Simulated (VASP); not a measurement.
# P in VASP: single point with PBEsol

Aim: the single point of P with PBEsol.

Everything below comes from runs of VASP 6.6.1. Logs are shortened: lines on timing, memory, paths and dates and some standing lists are left out, and cuts for length are marked.

### 1 The cell of the first run

The cell holds a slab with vacuum, 4 atoms: a = 3.249 Å, b = 35.943 Å, c = 4.478 Å, α = 88.56°, β = 88.40°, γ = 91.55°.

### 2 Single point, PBEsol (atoms moved at random and the cell strained at random)

Input file INCAR:

```
PREC = Accurate
ENCUT = 520
EDIFF = 1E-6
ISMEAR = 0
SIGMA = 0.05
LREAL = False
LASPH = True
NELM = 60
ALGO = Normal
ISIF = 2
LWAVE = False
LCHARG = False
GGA = PS
NBANDS = 18
```

Input file KPOINTS:

```
regular mesh
0
Gamma
  8 1 6
```

Input file POSCAR:

```
P
1.0
    3.2481924033     -0.0452146135      0.0451790914
   -0.4799567191     35.9374270946      0.4396698643
    0.0637304297      0.0584268940      4.4770466133
P
4
Direct
    0.0502570527      0.9673574698      0.7017875662
   -0.0052741394      0.0390259214      0.4749210626
    0.4754137216      0.0264306016      0.0463628035
    0.4796033651      0.9671860072      0.7769285677
```

Potentials or basis: VASP PAW PBE potentials, release 64 (P).

The run is started by

```console
> cat potpaw_PBE.64/P/POTCAR > POTCAR
> mpirun -np 1 vasp_std > vasp.out
```

OUTCAR:

```text
PREC = Accurate
   ENCUT = 520
   EDIFF = 1E-6
   ISMEAR = 0
   LREAL = False
   LASPH = True
   NELM = 60
   ISIF = 2
   GGA = PS

 ion  position               nearest neighbor table
   1  0.050  0.967  0.702-   4 1.44   4 1.87   2 2.76
   2  0.995  0.039  0.475-   3 2.50   3 2.63   1 2.76
   3  0.475  0.026  0.046-   4 2.47   2 2.50   2 2.63
   4  0.480  0.967  0.777-   1 1.44   1 1.87   3 2.47

 -----------------------------------------------------------------------------
|                                                                             |
|           W    W    AA    RRRRR   N    N  II  N    N   GGGG   !!!           |
|           W    W   A  A   R    R  NN   N  II  NN   N  G    G  !!!           |
|           W    W  A    A  R    R  N N  N  II  N N  N  G       !!!           |
|           W WW W  AAAAAA  RRRRR   N  N N  II  N  N N  G  GGG   !            |
|           WW  WW  A    A  R   R   N   NN  II  N   NN  G    G                |
|           W    W  A    A  R    R  N    N  II  N    N   GGGG   !!!           |
|                                                                             |
|     The distance between some ions is very small. Please check the          |
|     nearest-neighbor list in the OUTCAR file.                               |
|     I HOPE YOU KNOW WHAT YOU ARE DOING!                                     |
|                                                                             |
 -----------------------------------------------------------------------------

  LATTYP: Found a triclinic cell.
 ALAT       =     3.2488212325
 B/A-ratio  =     1.6800848898
 C/A-ratio  =    11.0815796046
 COS(alpha) =     0.0149948237
 COS(beta)  =     0.0631886403
 COS(gamma) =     0.5722770296

  Lattice vectors:

 A1 = (   3.2481924033,  -0.0452146135,   0.0451790914)
 A2 = (   3.1844619736,  -0.1036415075,  -4.4318675219)
 A3 = (   2.7682356842,  35.8922124811,   0.4848489557)

Analysis of symmetry for initial positions (statically):
=====================================================================
 Subroutine PRICEL returns:
 Original cell was already a primitive cell.

 Routine SETGRP: Setting up the symmetry group for a
 triclinic supercell.

 Subroutine GETGRP returns: Found  1 space group operations
 (whereof  1 operations were pure point group operations)
 out of a pool of  2 trial point group operations.

The static configuration has the point symmetry C_1 .

Analysis of symmetry for dynamics (positions and initial velocities):
=====================================================================
 Subroutine PRICEL returns:
 Original cell was already a primitive cell.

 Routine SETGRP: Setting up the symmetry group for a
 triclinic supercell.

 Subroutine GETGRP returns: Found  1 space group operations
 (whereof  1 operations were pure point group operations)
 out of a pool of  2 trial point group operations.

The dynamic configuration has the point symmetry C_1 .

 Subroutine INISYM returns: Found  1 space group operations
 (whereof  1 operations are pure point group operations),
 and found     1 'primitive' translations

----------------------------------------------------------------------------------------

                                     Primitive cell

  volume of cell :     522.3266

  direct lattice vectors                    reciprocal lattice vectors
     3.248192403 -0.045214614  0.045179091     0.307983283  0.004167525 -0.004438507
    -0.479956719 35.937427095  0.439669864     0.000392604  0.027835899 -0.000368856
     0.063730430  0.058426894  4.477046613    -0.003146499 -0.002775689  0.223442548

  length of vectors
     3.248821232 35.943321135  4.477881379     0.308043457  0.027841112  0.223481939

  position of ions in fractional coordinates (direct lattice)
     0.050257053  0.967357470  0.701787566
     0.994725861  0.039025921  0.474921063
     0.475413722  0.026430602  0.046362804
     0.479603365  0.967186007  0.776928568

  ion indices of the primitive-cell ions
   primitive index   ion index
                 1           1
                 2           2
                 3           3
                 4           4

----------------------------------------------------------------------------------------

 KPOINTS: regular mesh

Automatic generation of k-mesh.
 Grid dimensions read from file:
 generate k-points for:    8    1    6

 Generating k-lattice:

  Cartesian coordinates                     Fractional coordinates (reciprocal lattice)
     0.038497910  0.000520941 -0.000554813     0.125000000 -0.000000000  0.000000000
     0.000392604  0.027835899 -0.000368856    -0.000000000  1.000000000  0.000000000
    -0.000524416 -0.000462615  0.037240425     0.000000000  0.000000000  0.166666667

  Length of vectors
     0.038505432  0.027841112  0.037246990

  Shift w.r.t. Gamma in fractional coordinates (k-lattice)
     0.000000000  0.000000000  0.000000000

 Subroutine IBZKPT returns following result:
 ===========================================

 Found     26 irreducible k-points:

 Following reciprocal coordinates:
            Coordinates               Weight
  0.000000  0.000000  0.000000      1.000000
  0.125000 -0.000000 -0.000000      2.000000
  0.250000 -0.000000 -0.000000      2.000000
  0.375000 -0.000000 -0.000000      2.000000
  0.500000 -0.000000 -0.000000      1.000000
  0.000000  0.000000  0.166667      2.000000
[... 16 lines left out ...]
  0.125000 -0.000000  0.500000      2.000000
  0.250000 -0.000000  0.500000      2.000000
 [... further k-points ...]
   k-points           NKPTS =     26   k-points in BZ     NKDIM =     26   number of bands    NBANDS=     18
   number of dos      NEDOS =    301   number of ions     NIONS =      4
   total plane-waves  NPLWV = 233280
   dimension x,y,z NGX =    24 NGY =  270 NGZ =   36
   dimension x,y,z NGXF=    48 NGYF=  540 NGZF=   72
   ions per type =               4
   NGX,Y,Z   is equivalent  to a cutoff of  12.28, 12.49, 13.37 a.u.
   NGXF,Y,Z  is equivalent  to a cutoff of  24.56, 24.98, 26.73 a.u.
 SYSTEM =  unknown system
   PREC   = accura    normal or accurate (medium, high low for compatibility)
   ISTART =      0    job   : 0-new  1-cont  2-samecut
   ICHARG =      2    charge: 1-file 2-atom 10-const
   ISPIN  =      1    spin polarized calculation?
   LNONCOLLINEAR =      F non collinear calculations
   LSORBIT =      F    spin-orbit coupling
   LASPH  =      T    aspherical Exc in radial PAW
   ENCUT  =  520.0 eV  38.22 Ry    6.18 a.u.   6.04 66.83  8.33*2*pi/ulx,y,z
   NELM   =     60;   NELMIN=  2; NELMDL= -5     # of ELM steps
   EDIFF  = 0.1E-05   stopping-criterion for ELM
   LREAL  =      F    real-space projection
   EDIFFG = 0.1E-04   stopping-criterion for IOM
   NSW    =      0    number of steps for IOM
   IBRION =     -1    ionic relax: 0-MD 1-quasi-New 2-CG
   NFREE  =      0    steps in history (QN), initial steepest desc. (CG)
   ISIF   =      2    stress and relaxation
   ISYM   =      2    0-nonsym 1-usesym 2-fastsym
   POTIM  = 0.5000    time-step for ionic-motion
   TEBEG  =    0.0;   TEEND  =   0.0 temperature during run
   PSTRESS=    0.0 pullay stress
   NELECT =      20.0000    total number of electrons
   NUPDOWN=      -1.0000    fix difference up-down
   EMIN   =  10.00;   EMAX   =-10.00  energy-range for DOS
   EFERMI =   0.00;   METHOD = LEGACY
   ISMEAR =     0;   SIGMA  =   0.05  broadening in eV -4-tet -1-fermi 0-gaus
   EFERMI_NEDOS =   21; number of points for ismear=-14 and -15
   IALGO  =     38    algorithm
   IMIX   =      4    mixing-type and parameters
     AMIX     =   0.40;   BMIX     =  1.00
     AMIX_MAG =   1.60;   BMIX_MAG =  1.00
  volume/ion in A,a.u.               =     130.58       881.21
  Fermi-wavevector in a.u.,A,eV,Ry     =   0.551786  1.042725  4.142538  0.304468
  Thomas-Fermi vector in A             =   1.583942
   LORBIT       =      0    0 simple, 1 ext, 2 COOP (PROOUT), +10 PAW based schemes
   GGA     = PS    functional components
   LHFCALC =     F    Hartree Fock is set to
   AEXX    =    0.0000 exact exchange contribution
   IVDW    =     0    specifies the selected vdW correction
   LEPSILON=     F    determine dielectric tensor
   LRPA    =     F    only Hartree local field effects (RPA)
 non-spin polarized calculation
 Gauss-broadening in eV      SIGMA  =   0.05
  energy-cutoff  :      520.00
  volume of cell :      522.33
 maximum number of plane-waves:     14128
   NGX = 13   NGY =133   NGZ = 17

 number of electron      20.0000000 magnetization

 Free energy of the ion-electron system (eV)
  ---------------------------------------------------
  ext. energy  EPLUGINS =         0.00000000
  ---------------------------------------------------
  free energy    TOTEN  =        -8.39833387 eV

  energy without entropy =       -8.39236973  energy(sigma->0) =       -8.39535180

 E-fermi :  -2.7999     XC(G=0):  -1.7837

 val. band max:       -2.8043763772   @ k =   0.5000   0.0000   0.1667
 cond. band min:      -2.7845673784   @ k =  -0.3750   0.0000   0.3333
 fundamental gap:      0.0198089988
 Fermi energy:        -2.7998620567

 k-point     1 :       0.0000    0.0000    0.0000
  band No.  band energies     occupation
      1     -20.2341      2.00000
      2     -15.2507      2.00000
      3     -10.9659      2.00000
      4     -10.7692      2.00000
      5      -9.7273      2.00000
      6      -8.5439      2.00000
[... 10 lines left out ...]
     17       1.6200      0.00000
     18       1.6516      0.00000

 k-point     2 :       0.1250   -0.0000   -0.0000
  band No.  band energies     occupation
      1     -20.0442      2.00000
      2     -15.0649      2.00000
      3     -11.6946      2.00000
      4     -10.7866      2.00000
      5      -9.5561      2.00000
      6      -8.4668      2.00000
[... 10 lines left out ...]
     17       1.6039      0.00000
     18       1.8436      0.00000

 k-point     3 :       0.2500   -0.0000   -0.0000
  band No.  band energies     occupation
      1     -19.4887      2.00000
      2     -14.5268      2.00000
      3     -13.3621      2.00000
      4     -10.7142      2.00000
      5      -9.0842      2.00000
      6      -8.3205      2.00000
[... 412 lines left out ...]
 k-point    23 :       0.1250   -0.0000    0.5000
  band No.  band energies     occupation
      1     -19.9591      2.00000
      2     -14.3558      2.00000
      3     -12.8887      2.00000
      4     -11.5581      2.00000
      5      -9.7143      2.00000
      6      -8.7503      2.00000
[... 10 lines left out ...]
     17       2.1446      0.00000
     18       2.9064      0.00000

 k-point    24 :       0.2500   -0.0000    0.5000
  band No.  band energies     occupation
      1     -19.4062      2.00000
      2     -13.9431      2.00000
      3     -13.1856      2.00000
      4     -12.4105      2.00000
      5      -9.1755      2.00000
      6      -8.4008      2.00000
[... 10 lines left out ...]
     17       2.6637      0.00000
     18       3.4008      0.00000

 [... further k-points ...]
[... 5 lines left out ...]
  --------------------------------------------------------------------------------------
  -------------------------------------------------------------------------------------
  Total       77.2964504     -1.8850963     -1.7097235     -0.6249034     -1.1820108     15.5893057
  in kB      237.0980741     -5.7823187     -5.2443823     -1.9168200     -3.6256837     47.8184231
  external PRESSURE =      75.3571243 kB  Pullay stress =       0.0000000 kB

 VOLUME and BASIS-vectors are now :
 -----------------------------------------------------------------------------
  energy-cutoff  :      520.00
  volume of cell :      522.33
      direct lattice vectors                 reciprocal lattice vectors
     3.248192403 -0.045214614  0.045179091     0.307983283  0.004167525 -0.004438507
    -0.479956719 35.937427095  0.439669864     0.000392604  0.027835899 -0.000368856
     0.063730430  0.058426894  4.477046613    -0.003146499 -0.002775689  0.223442548

 POSITION                                       TOTAL-FORCE (eV/Angst)
 -----------------------------------------------------------------------------------
     -0.25632     34.80307      3.56952       -41.322816      0.813880    -15.107214
      3.24260      1.38526      2.18834        -0.280987     -1.181054     -2.112337
      1.53450      0.93106      0.24067         0.581482      0.557166      2.163628
      1.14315     34.78189      3.92526        41.022321     -0.189991     15.055923
 -----------------------------------------------------------------------------------
    total drift:                                0.000319      0.000295      0.000063

  FREE ENERGIE OF THE ION-ELECTRON SYSTEM (eV)
  ---------------------------------------------------
  free  energy   TOTEN  =        -8.3983338672 eV

  energy  without entropy=       -8.3923697265  energy(sigma->0) =       -8.39535180
```

It took 8.5 min on 1 thread of Intel Xeon Platinum 8488C (Sapphire Rapids), shared host; peak memory 0.58 GiB.

Results:

| Item | Value |
| --- | --- |
| Free energy | -8.3983 eV |
| Largest force | 44.005 eV/Å |
| Band gap on the k mesh | zero (bands 10 and 11 overlap by 1.00 eV) |

Forces in eV/Å, atoms in the order of the input:
```
P   -41.323   0.814 -15.107
P    -0.281  -1.181  -2.112
P     0.581   0.557   2.164
P    41.022  -0.190  15.056
```

Caveat: the cell differs from its parent crystal (atoms moved at random and the cell strained at random); atoms lie so close that the PAW spheres overlap strongly, which falsifies energies and pressures; the PAW data sets were made with another functional, which shifts forces and pressure a little.
